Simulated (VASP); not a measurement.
Input of a VASP 6.6.1 run:

INCAR

```
SYSTEM = Mo
PREC = Accurate ; ENCUT = 520
EDIFF = 1E-7 ; ISMEAR = -1
SIGMA = 0.1 ; LREAL = .False.
LASPH = .True. ; NELM = 80
ALGO = Normal ; ISIF = 2
LWAVE = .False. ; LCHARG = .False.
GGA = RE ; NBANDS = 21
```

KPOINTS

```
regular mesh
0
Gamma
  11 11 11
  0 0 0
```

File POSCAR:

```
Mo
1.0
    0.0000000000      2.8588492987      2.8588492987
    2.8588492987      0.0000000000      2.8588492987
    2.8588492987      2.8588492987      0.0000000000
Mo
2
Direct
    0.1250000000      0.1250000000      0.1250000000
    0.8750000000      0.8750000000      0.8750000000
```

Potentials or basis: VASP PAW PBE potentials, release 64 (Mo_sv).

Command:

```sh
$ cat potpaw_PBE.64/Mo_sv/POTCAR > POTCAR
$ mpirun -np 1 vasp_std > vasp.out
```

(1) Predict the band gap on the k mesh.

(2) Estimate the pressure.

Answers

(1) zero (band 14 reaches 7.01 eV, above the bottom of band 15 at 6.55 eV).

(2) 0.4 GPa.

Caveat: the PAW data sets were made with another functional, which shifts forces and pressure a little.
